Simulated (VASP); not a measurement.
Input of a VASP 6.6.1 run:

File INCAR:

```
PREC = Accurate
ENCUT = 600
EDIFF = 1E-6
ISMEAR = 0
SIGMA = 0.1
LREAL = False
LASPH = True
NELM = 100
ALGO = Normal
ISIF = 3
LWAVE = False
LCHARG = False
GGA = PE
IBRION = 2
NSW = 100
EDIFFG = -0.01
```

Contents of KPOINTS:

```
Automatic mesh
0
Gamma
  24 24 20
```

File POSCAR:

```
TiC
1.0
    3.0428249765      0.0000000000      0.0000000000
   -1.5214124882      2.6351637289      0.0000000000
    0.0000000000      0.0000000000      2.6967889251
Ti C
1 1
Direct
    0.0000000000      0.0000000000      0.0000000000
    0.6666666667      0.3333333333      0.5000000000
```

Potentials or basis: VASP PAW PBE potentials, release 64 (Ti_sv, C).

The run is started by

```sh
$ cat potpaw_PBE.64/Ti_sv/POTCAR potpaw_PBE.64/C/POTCAR > POTCAR
$ mpirun -np 1 vasp_std > vasp.out
```

Task: Estimate the relaxed volume.

Result: 10.82 Å³/atom.

Task: Predict the relaxed cell.

Result: a = 3.043 Å, b = 3.043 Å, c = 2.699 Å, α = 90.00°, β = 90.00°, γ = 120.00°.

Task: What does it give for the space group after relaxing (to 0.1 Å)?

Result: P-6m2 (No. 187).

Final structure:
```
Ti C
1.0
     3.04349    0.00000    0.00000
    -1.52174    2.63574    0.00000
     0.00000    0.00000    2.69872
Ti C
1 1
Direct
  0.00000 0.00000 0.00000
  0.66667 0.33333 0.50000
```
